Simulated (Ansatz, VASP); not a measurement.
**Br in VASP and in Ansatz**

The input INCAR:

```
ALGO = Normal
EDIFF = 1E-7
ENCUT = 520
GGA = PE
ISIF = 2
ISMEAR = 0
LASPH = T
LCHARG = T
LELF = T
LREAL = F
LVHAR = T
LWAVE = F
NBANDS = 10
NELM = 60
PREC = Accurate
SIGMA = 0.1
```

File KPOINTS:

```
k-points
0
Gamma
  20 20 20
```

The input POSCAR:

```
Br
1.0
   -1.4362631796      1.4362631796      3.7870499714
    1.4362631796     -1.4362631796      3.7870499714
    1.4362631796      1.4362631796     -3.7870499714
Br
1
Direct
    0.0000000000      0.0000000000      0.0000000000
```

Input for Ansatz:

```yaml
crystal:
  lattice:
    - [-1.4362631796, 1.4362631796, 3.7870499714]
    - [1.4362631796, -1.4362631796, 3.7870499714]
    - [1.4362631796, 1.4362631796, -3.7870499714]
  atoms:
    - { symbol: Br, position: [0.0, 0.0, 0.0] }
basis:
  ecutwfc: 420
kpoints:
  mp_grid: { grid: [20, 20, 20] }
hamiltonian:
  xc: pbe
scf:
  occupations: { method: gaussian, width: 0.1 }
output:
  forces: true
  stress: true
  eigenvalues: true
```

Alike in both runs: task single point; functional PBE; k mesh 20 × 20 × 20; occupations gaussian, width 0.1 eV; no spin polarisation.

```csv
,VASP,Ansatz
version,VASP 6.6.1,Ansatz 0.2.0
potentials or method,"VASP PAW PBE potentials, release 64 (Br), cutoff 520 eV","scalar-relativistic, plane waves, PAW"
valence electrons in the cell,7,7
```

|  | VASP | Ansatz | Ansatz less VASP |
| --- | --- | --- | --- |
| gap on the k mesh at the Fermi level (eV) | none | none | - |
| pressure (GPa) | 0.2 | 0.2 | -0.01 |
| traceless stress, the component that is largest in VASP (GPa) | 0.61 | 0.62 | +0.007 |

A gap of «none» marks a metal or a gap that the smearing closes.
